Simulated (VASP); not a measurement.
# TlBr (Pm-3m) in VASP: a series of runs, part 2 of 2

VASP 6.6.1. Earlier steps stand in the parts before.

### 3 Relaxation of cell and atoms, PBE+D3(BJ), target pressure 25 GPa, at which the enthalpy is minimised

This run uses another cell than the first one, of 21.22 Å³/atom, 1.003 times its volume.

INCAR reads:

```
PREC = Accurate ; ENCUT = 500
EDIFF = 1E-7 ; ISMEAR = -1
SIGMA = 0.15 ; LREAL = False
LASPH = True ; NELM = 120
ALGO = Normal ; ISIF = 3
LWAVE = False ; LCHARG = False
GGA = PE ; IVDW = 12
IBRION = 2 ; NSW = 80
EDIFFG = -0.001 ; PSTRESS = 250.0
GGA_COMPAT = False ; NELMIN = 4
```

KPOINTS reads:

```
Automatic mesh
0
Gamma
  12 12 12
```

POSCAR reads:

```
TlBr
1.0
    3.4878909730      0.0000000000      0.0000000000
    0.0000000000      3.4878909730      0.0000000000
    0.0000000000      0.0000000000      3.4878909730
Tl Br
1 1
Direct
    0.0000000000      0.0000000000      0.0000000000
    0.5000000000      0.5000000000      0.5000000000
```

Potentials or basis: VASP PAW PBE potentials, release 64 (Tl_d, Br).

On the command line:

```console
> cat potpaw_PBE.64/Tl_d/POTCAR potpaw_PBE.64/Br/POTCAR > POTCAR
> mpirun -np 1 vasp_std > vasp.out
```

OUTCAR:

```text
PREC = Accurate
   ENCUT = 500
   EDIFF = 1E-7
   ISMEAR = -1
   LREAL = False
   LASPH = True
   NELM = 120
   ISIF = 3
   GGA = PE
   IVDW = 12
   IBRION = 2
   NSW = 80
   EDIFFG = -0.001
   PSTRESS = 250.0
   NELMIN = 4
 IVDW          = 12

 ion  position               nearest neighbor table
   1  0.000  0.000  0.000-   2 3.02   2 3.02   2 3.02   2 3.02   2 3.02   2 3.02   2 3.02   2 3.02

   2  0.500  0.500  0.500-   1 3.02   1 3.02   1 3.02   1 3.02   1 3.02   1 3.02   1 3.02   1 3.02

  LATTYP: Found a simple cubic cell.
 ALAT       =     3.4878909730

  Lattice vectors:

 A1 = (   3.4878909730,   0.0000000000,   0.0000000000)
 A2 = (   0.0000000000,   3.4878909730,   0.0000000000)
 A3 = (   0.0000000000,   0.0000000000,   3.4878909730)

Analysis of symmetry for initial positions (statically):
=====================================================================
 Subroutine PRICEL returns:
 Original cell was already a primitive cell.

 Routine SETGRP: Setting up the symmetry group for a
 simple cubic supercell.

 Subroutine GETGRP returns: Found 48 space group operations
 (whereof 48 operations were pure point group operations)
 out of a pool of 48 trial point group operations.

The static configuration has the point symmetry O_h .

Analysis of symmetry for dynamics (positions and initial velocities):
=====================================================================
 Subroutine PRICEL returns:
 Original cell was already a primitive cell.

 Routine SETGRP: Setting up the symmetry group for a
 simple cubic supercell.

 Subroutine GETGRP returns: Found 48 space group operations
 (whereof 48 operations were pure point group operations)
 out of a pool of 48 trial point group operations.

The dynamic configuration has the point symmetry O_h .

 Subroutine INISYM returns: Found 48 space group operations
 (whereof 48 operations are pure point group operations),
 and found     1 'primitive' translations

----------------------------------------------------------------------------------------

                                     Primitive cell

  volume of cell :      42.4315

  direct lattice vectors                    reciprocal lattice vectors
     3.487890973  0.000000000  0.000000000     0.286706209  0.000000000  0.000000000
     0.000000000  3.487890973  0.000000000     0.000000000  0.286706209  0.000000000
     0.000000000  0.000000000  3.487890973     0.000000000  0.000000000  0.286706209

  length of vectors
     3.487890973  3.487890973  3.487890973     0.286706209  0.286706209  0.286706209

  position of ions in fractional coordinates (direct lattice)
     0.000000000  0.000000000  0.000000000
     0.500000000  0.500000000  0.500000000

  ion indices of the primitive-cell ions
   primitive index   ion index
                 1           1
                 2           2

----------------------------------------------------------------------------------------

 KPOINTS: Automatic mesh

Automatic generation of k-mesh.
 Grid dimensions read from file:
 generate k-points for:   12   12   12

 Generating k-lattice:

  Cartesian coordinates                     Fractional coordinates (reciprocal lattice)
     0.023892184  0.000000000  0.000000000     0.083333333  0.000000000  0.000000000
     0.000000000  0.023892184  0.000000000     0.000000000  0.083333333  0.000000000
     0.000000000  0.000000000  0.023892184     0.000000000  0.000000000  0.083333333

  Length of vectors
     0.023892184  0.023892184  0.023892184

  Shift w.r.t. Gamma in fractional coordinates (k-lattice)
     0.000000000  0.000000000  0.000000000

 Subroutine IBZKPT returns following result:
 ===========================================

 Found     84 irreducible k-points:

 Following reciprocal coordinates:
            Coordinates               Weight
  0.000000  0.000000  0.000000      1.000000
  0.083333  0.000000  0.000000      6.000000
  0.166667  0.000000  0.000000      6.000000
  0.250000  0.000000  0.000000      6.000000
  0.333333  0.000000  0.000000      6.000000
  0.416667  0.000000  0.000000      6.000000
[... 16 lines left out ...]
  0.333333  0.333333  0.000000     12.000000
  0.416667  0.333333  0.000000     24.000000
 [... further k-points ...]
   k-points           NKPTS =     84   k-points in BZ     NKDIM =     84   number of bands    NBANDS=     14
   number of dos      NEDOS =    301   number of ions     NIONS =      2
   total plane-waves  NPLWV =  21952
   dimension x,y,z NGX =    28 NGY =   28 NGZ =   28
   dimension x,y,z NGXF=    56 NGYF=   56 NGZF=   56
   ions per type =               1   1
   NGX,Y,Z   is equivalent  to a cutoff of  13.35, 13.35, 13.35 a.u.
   NGXF,Y,Z  is equivalent  to a cutoff of  26.69, 26.69, 26.69 a.u.
 SYSTEM =  unknown system
   PREC   = accura    normal or accurate (medium, high low for compatibility)
   ISTART =      0    job   : 0-new  1-cont  2-samecut
   ICHARG =      2    charge: 1-file 2-atom 10-const
   ISPIN  =      1    spin polarized calculation?
   LNONCOLLINEAR =      F non collinear calculations
   LSORBIT =      F    spin-orbit coupling
   LASPH  =      T    aspherical Exc in radial PAW
   ENCUT  =  500.0 eV  36.75 Ry    6.06 a.u.   6.36  6.36  6.36*2*pi/ulx,y,z
   NELM   =    120;   NELMIN=  4; NELMDL= -5     # of ELM steps
   EDIFF  = 0.1E-06   stopping-criterion for ELM
   LREAL  =      F    real-space projection
   EDIFFG = -.1E-02   stopping-criterion for IOM
   NSW    =     80    number of steps for IOM
   IBRION =      2    ionic relax: 0-MD 1-quasi-New 2-CG
   NFREE  =      1    steps in history (QN), initial steepest desc. (CG)
   ISIF   =      3    stress and relaxation
   ISYM   =      2    0-nonsym 1-usesym 2-fastsym
   POTIM  = 0.5000    time-step for ionic-motion
   TEBEG  =    0.0;   TEEND  =   0.0 temperature during run
   PSTRESS=  250.0 pullay stress
   NELECT =      20.0000    total number of electrons
   NUPDOWN=      -1.0000    fix difference up-down
   EMIN   =  10.00;   EMAX   =-10.00  energy-range for DOS
   EFERMI =   0.00;   METHOD = LEGACY
   ISMEAR =    -1;   SIGMA  =   0.15  broadening in eV -4-tet -1-fermi 0-gaus
   EFERMI_NEDOS =   21; number of points for ismear=-14 and -15
   IALGO  =     38    algorithm
   IMIX   =      4    mixing-type and parameters
     AMIX     =   0.40;   BMIX     =  1.00
     AMIX_MAG =   1.60;   BMIX_MAG =  1.00
  volume/ion in A,a.u.               =      21.22       143.17
  Fermi-wavevector in a.u.,A,eV,Ry     =   1.274056  2.407617 22.085239  1.623219
  Thomas-Fermi vector in A             =   2.406845
   LORBIT       =      0    0 simple, 1 ext, 2 COOP (PROOUT), +10 PAW based schemes
   GGA     = PE    functional components
   LHFCALC =     F    Hartree Fock is set to
   AEXX    =    0.0000 exact exchange contribution
   IVDW    =    12    specifies the selected vdW correction
   LEPSILON=     F    determine dielectric tensor
   LRPA    =     F    only Hartree local field effects (RPA)
 conjugate gradient relaxation of ions
 non-spin polarized calculation
  energy-cutoff  :      500.00
  volume of cell :       42.43
 maximum number of plane-waves:      1108
 NGX is ok and might be reduce to    28
   NGX = 13   NGY = 13   NGZ = 13

--------------------------------------- Ionic step        1  -------------------------------------------

 number of electron      20.0000001 magnetization

 Free energy of the ion-electron system (eV)
  ---------------------------------------------------
  ext. energy  EPLUGINS =         0.00000000
  ---------------------------------------------------
  free energy    TOTEN  =        -4.20525251 eV

  energy without entropy =       -4.19600523  energy(sigma->0) =       -4.20062887

------------------------ aborting loop because EDIFF is reached ----------------------------------------

 Edisp (eV)   -0.80860

 E8    (eV) :    -0.3751
[... 75 lines left out ...]
--------------------------------------- Ionic step        3  -------------------------------------------

 number of electron      20.0000000 magnetization

 Free energy of the ion-electron system (eV)
  ---------------------------------------------------
  ext. energy  EPLUGINS =         0.00000000
  ---------------------------------------------------
  free energy    TOTEN  =        -4.18393695 eV

  energy without entropy =       -4.17442464  energy(sigma->0) =       -4.17918079

 E-fermi :   7.8393     XC(G=0): -10.9879

 val. band max:        7.6995371056   @ k =   0.5000   0.0833   0.0000
 cond. band min:       7.9427067798   @ k =   0.5000   0.4167   0.4167
 fundamental gap:      0.2431696742
 Fermi energy:         7.8393351600

 k-point     1 :       0.0000    0.0000    0.0000
  band No.  band energies     occupation
      1      -9.1900      2.00000
      2      -3.8576      2.00000
      3      -3.8576      2.00000
      4      -3.3106      2.00000
      5      -3.3106      2.00000
      6      -3.3106      2.00000
      7       2.1024      2.00000
      8       4.3161      2.00000
      9       4.3161      2.00000
     10       4.3161      2.00000
     11      13.3155      0.00000
     12      13.3155      0.00000
     13      16.6020      0.00000
     14      16.6020      0.00000
[... 377 lines left out ...]
      1      -8.2168      2.00000
      2      -3.6948      2.00000
      3      -3.4817      2.00000
      4      -3.4285      2.00000
      5      -3.3360      2.00000
      6      -3.2690      2.00000
      7       0.3031      2.00000
      8       2.0208      2.00000
      9       4.8412      2.00000
     10       5.4670      2.00000
     11      11.4874      0.00000
     12      13.1534      0.00000
     13      14.7885      0.00000
     14      15.8499      0.00000

 [... further k-points ...]

------------------------ aborting loop because EDIFF is reached ----------------------------------------

 Edisp (eV)   -0.81097

 E8    (eV) :    -0.3761
[... 29 lines left out ...]
  energy  without entropy=       -4.9853910076  energy(sigma->0) =       -4.99014716

  enthalpy is  TOTEN    =         1.6069271719 eV   P V=        6.6018304890

 reached required accuracy - stopping structural energy minimisation
```

OSZICAR:

```text
N       E                     dE             d eps       ncg     rms          rms(c)
DAV:   1     0.982012063295E+02    0.98201E+02   -0.10434E+04  2496   0.128E+03
[... 24 lines left out ...]
DAV:   1    -0.418656631203E+01   -0.31943E-01   -0.50812E-02  2376   0.215E+00    0.289E-01
DAV:   2    -0.418432527129E+01    0.22410E-02   -0.40872E-03  2388   0.624E-01    0.115E-01
DAV:   3    -0.418394772905E+01    0.37754E-03   -0.13342E-03  2430   0.347E-01    0.844E-02
DAV:   4    -0.418393860471E+01    0.91243E-05   -0.35786E-05  2508   0.512E-02    0.163E-02
DAV:   5    -0.418393699455E+01    0.16102E-05   -0.79864E-06  2574   0.300E-02    0.562E-03
DAV:   6    -0.418393686707E+01    0.12748E-06   -0.35515E-07  2296   0.489E-03    0.218E-03
DAV:   7    -0.418393694562E+01   -0.78555E-07   -0.23647E-08  1266   0.182E-03
   3 F= 0.16069272E+01 E0= 0.16116833E+01  d E =-.135502E-03
```

It used 140 s of CPU time on 1 thread of AMD EPYC 7R13 Processor (Zen 3), with other jobs on the host.

What came out:

- Free energy: -4.9949 eV
- Relaxed volume: 21.15 Å³/atom
- Relaxed cell: a = 3.485 Å, b = 3.485 Å, c = 3.485 Å, α = 90.00°, β = 90.00°, γ = 90.00°
- Space group after relaxing (to 0.05 Å): Pm-3m (No. 221)
- Energy change on relaxing (the enthalpy is what falls): +9.5 meV/atom
- Ionic steps: 3
- Pressure after relaxing: 25.0 GPa
- Band gap on the k mesh: zero (band 10 reaches 8.05 eV, above the bottom of band 11 at 7.69 eV)
- Dispersion energy per atom: -0.405 eV

Step by step:
```
step  energy change (eV)  largest force (eV/Å)  pressure (GPa)  volume (Å³)
   1              0.0000                0.0000           24.65        42.43
   2              0.0450                0.0000           25.49        42.14
   3              0.0190                0.0000           25.00        42.31
```

Final structure:
```
Tl Br
1.0
     3.48454    0.00000    0.00000
     0.00000    3.48454    0.00000
     0.00000    0.00000    3.48454
Tl Br
1 1
Direct
  0.00000 0.00000 0.00000
  0.50000 0.50000 0.50000
```

Levels at points of the mesh, in eV from the Fermi level:
```
           k point  band 6  band 7  band 8  band 9  band 10  band 11  band 12  band 13  band 14
(0.00, 0.00, 0.00)  -11.15   -5.74   -3.52   -3.52    -3.52     5.48     5.48     8.76     8.76
(0.50, 0.00, 0.00)  -11.13   -8.75   -2.32   -2.32     0.21     0.67     5.10     5.10     5.87
(0.50, 0.50, 0.00)  -10.95   -6.45   -6.45   -5.14    -2.36     5.11     5.11     7.16     8.54
(0.50, 0.50, 0.50)  -10.94   -4.17   -4.17   -4.17    -2.89    -0.15    -0.15    -0.15    15.56
```

Caveat: the cell is relaxed towards a set pressure, so the enthalpy falls and the energy may rise; spin-orbit coupling is left out, which moves the levels of the heavy elements; pairwise dispersion overbinds metals, which lowers pressure and volume.
